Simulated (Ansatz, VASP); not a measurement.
**C in VASP and in Ansatz**

```
CELL_PARAMETERS angstrom
0.00000 1.77690 1.77690
1.77690 0.00000 1.77690
1.77690 1.77690 0.00000
ATOMIC_POSITIONS crystal
C 0.00000 0.00000 0.00000
C 0.25000 0.25000 0.25000
```

Alike in both runs: functional PBEsol; k mesh 10 × 10 × 10; no spin polarisation.

Ansatz relaxed the structure, and its values are those at the end. VASP's run is a single point on that final structure, the one shown.

|  | VASP | Ansatz |
| --- | --- | --- |
| version | VASP 6.6.1 | Ansatz 0.2.0 |
| potentials or method | VASP PAW PBE potentials, release 64 (C_h) | plane waves, PAW |
| plane-wave cutoff (eV) | 1300 | 420 |
| occupations | gaussian, width 0.01 eV | fixed |
| valence electrons in the cell | 8 | 8 |

Ansatz gave:

```
pressure (GPa) : 0.0
```

Which values does VASP return?

Pressure (GPa): 0.1.

VASP's potentials were made for PBE, not for PBEsol. Ansatz's warnings: stress scf threshold loose.
